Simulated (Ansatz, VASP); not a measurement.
## Na3Rh: VASP beside Ansatz

```
CELL_PARAMETERS angstrom
7.96072 0.00000 0.00000
-3.98036 6.89419 0.00000
0.00000 0.00000 2.83424
ATOMIC_POSITIONS crystal
Na 0.81951 0.18049 0.00000
Na 0.81951 0.63902 0.00000
Na 0.36098 0.18049 0.00000
Rh 0.00000 0.00000 0.50000
```

Alike in both runs: functional PBE; k mesh 6 × 6 × 16; occupations gaussian, width 0.1 eV; no spin polarisation.

Ansatz relaxed the structure, and its values are those at the end. VASP's run is a single point on that final structure, the one shown.

```csv
,VASP,Ansatz
version,VASP 6.6.1,Ansatz 0.2.0
potentials or method,"VASP PAW PBE potentials, release 64 (Na_pv, Rh_pv), cutoff 520 eV","scalar-relativistic, plane waves, PAW"
valence electrons in the cell,36,44
```

```csv
,VASP,Ansatz,Ansatz less VASP
gap on the k mesh at the Fermi level (eV),none,none,-
pressure (GPa),0.0,0.0,-0.01
```

A gap of «none» marks a metal or a gap that the smearing closes. VASP's potentials hold 36 valence electrons a cell and Ansatz's 44, so a difference there can come from the potentials and not from the codes.
